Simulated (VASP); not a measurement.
Runs of VASP 6.6.1 on MoS2. The structure is that of space group P-3m1 (No. 164), or close to it. The cells are those of the table. 

```csv
cell,gap on the mesh (eV),pressure (GPa),largest force (eV/Å)
"a = 3.116, b = 3.116, c = 6.095 Å, angles 90.0, 90.0, 120.0°, 3 atoms",none,(c),1.95
"a = 3.254, b = 3.254, c = 6.365 Å, angles 90.0, 90.0, 120.0°, 3 atoms",none,-6.3,0.36
"a = 3.227, b = 3.227, c = 6.312 Å, angles 90.0, 90.0, 120.0°, 3 atoms",none,-3.4,0.02
"a = 3.332, b = 3.332, c = 6.516 Å, angles 90.0, 90.0, 120.0°, 3 atoms",none,-13.1,1.30
"a = 3.200, b = 3.200, c = 6.259 Å, angles 90.0, 90.0, 120.0°, 3 atoms",none,(a),0.44
"a = 3.280, b = 3.280, c = 6.416 Å, angles 90.0, 90.0, 120.0°, 3 atoms",none,(b),0.70
"a = 3.173, b = 3.173, c = 6.205 Å, angles 90.0, 90.0, 120.0°, 3 atoms",none,3.9,0.89
"a = 3.306, b = 3.306, c = 6.466 Å, angles 90.0, 90.0, 120.0°, 3 atoms",none,-11.1,1.01
```

Alike in all rows: task single point; level PBEsol; potentials or basis VASP PAW PBE potentials, release 64 (Mo_sv, S); no spin polarisation; k mesh 10 × 10 × 5; cutoff (eV) 520; smearing methfessel-paxton 0.1 eV.

Task: Estimate the missing entries.

Result: (a) 0.0; (b) -8.9; (c) 13.5.

Caveats: the PAW data sets were made with another functional, which shifts forces and pressure a little; this functional lacks dispersion, which binds the layers, so the pressure and a relaxed spacing across them are unreliable; the cell stands under tension (at least some runs); the cell stands under pressure (at least some runs).

A k mesh can miss the band edges, and the runs leave out spin-orbit coupling on Mo.

A gap of «none» marks levels without a gap at the run's occupations.
